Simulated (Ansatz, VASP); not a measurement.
**WC in VASP and in Ansatz**

```xyz
2
Lattice="2.9218 0.0000 0.0000 -1.4609 2.5303 0.0000 0.0000 0.0000 2.8471" Properties=species:S:1:pos:R:3 pbc="T T T"
W     0.0000    0.0000    0.0000
C     1.4609    0.8434    1.4235
```

Alike in both runs: task single point; functional PBE; k mesh 24 × 24 × 24; occupations gaussian, width 0.15 eV; no spin polarisation.

```csv
,VASP,Ansatz
version,VASP 6.6.1,Ansatz 0.2.0
potentials or method,"VASP PAW PBE potentials, release 64 (W_sv, C), cutoff 520 eV","scalar-relativistic, plane waves, PAW"
valence electrons in the cell,18,18
```

VASP gave:

```
gap on the k mesh at the Fermi level (eV)                     : none
pressure (GPa)                                                : 1.1
traceless stress, the component that is largest in VASP (GPa) : 0.01
```

Question: What did Ansatz give for the same quantities?

Answer: gap on the k mesh at the Fermi level (eV): none; pressure (GPa): 0.0; traceless stress, the component that is largest in VASP (GPa): -0.18.

A gap of «none» marks a metal or a gap that the smearing closes.

Neither program's run includes spin-orbit coupling.
